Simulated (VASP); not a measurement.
Crystal: LiC2.

```xyz
6
Lattice="2.0749 -4.4253 0.0000 2.0749 4.4253 0.0000 0.0000 0.0000 2.9491" Properties=species:S:1:pos:R:3 pbc="T T T"
Li    1.0375    2.2127    0.0000
Li    1.0375   -2.2127    0.0000
C     0.8788    0.9723    1.4746
C     3.2710   -0.9723    1.4746
C     0.8788   -0.9723    1.4746
C     3.2710    0.9723    1.4746
```

The cell was generated, and may not be a known phase.

* Program: VASP 6.6.1
* Task: relaxation of cell and atoms
* Functional: PBE
* Potentials or basis: VASP PAW PBE potentials, release 64 (Li_sv, C)
* Cutoff: 600 eV
* k mesh: 4 × 4 × 6
* Occupations: gaussian, width 0.1 eV
* Spin: no spin polarisation

At the start: pressure -12.0 GPa; volume 9.03 Å³/atom.

**Question.** How do energy, volume and symmetry change on relaxing?

**Answer.** Over 58 steps the energy falls by 1094.4 meV/atom and the volume is 13.21 Å³/atom (+46.4 %); space group Cmmm (No. 65, to 0.1 Å) before and after.

The path:
```csv
step,energy change (eV),largest force (eV/Å),pressure (GPa),volume (Å³)
1,0.0000,6.0900,-11.95,54.16
3,-4.6603,1.6676,8.49,50.48
5,-4.6940,1.0500,12.62,50.22
7,-5.1581,1.8630,11.51,55.55
9,-5.5596,1.3368,-0.60,62.59
11,-5.4514,4.2614,-11.18,85.35
13,-5.9575,3.7454,-6.51,74.96
15,-6.0457,2.3515,-5.33,78.33
17,-6.2078,1.1968,-1.47,75.29
19,-6.2402,0.8744,1.42,73.39
21,-6.2608,0.7386,1.54,72.97
23,-6.2942,0.7562,1.03,72.04
25,-6.3300,0.5304,3.88,71.72
27,-6.3975,0.3606,2.48,72.69
29,-6.4316,0.5300,1.27,74.62
31,-6.4449,0.7314,2.48,75.25
33,-6.4943,0.7723,-0.67,77.38
35,-6.5110,0.0863,0.22,78.02
37,-6.5295,0.4524,1.28,77.90
39,-6.5323,0.7704,1.91,77.83
41,-6.5439,0.4408,1.36,77.95
43,-6.5523,0.2235,0.59,78.18
45,-6.5621,0.2282,0.60,78.76
47,-6.5633,0.0530,0.06,78.91
49,-6.5644,0.0745,0.07,79.07
51,-6.5647,0.1037,-0.17,79.14
53,-6.5654,0.0781,-0.11,79.19
55,-6.5662,0.0592,-0.06,79.27
57,-6.5665,0.0451,-0.02,79.29
58,-6.5665,0.0086,0.06,79.28
```

Final structure:
```yaml
crystal:
  lattice:
    - [2.81614, -4.37460, 0.00000]
    - [2.81614, 4.37460, 0.00000]
    - [0.00000, 0.00000, 3.21778]
  atoms:
    - { symbol: Li, position: [0.00000, 0.50000, 0.00000] }
    - { symbol: Li, position: [0.50000, 0.00000, 0.00000] }
    - { symbol: C, position: [0.09126, 0.23775, 0.50000] }
    - { symbol: C, position: [0.90874, 0.76225, 0.50000] }
    - { symbol: C, position: [0.23775, 0.09126, 0.50000] }
    - { symbol: C, position: [0.76225, 0.90874, 0.50000] }
```

Caveat: the cutoff is under 1.25 times the usual one of these potentials, so pressure, stress and relaxed cells hold a basis-set (Pulay) error; the volume moved by over 15 % at a fixed basis, so the end points are rough.
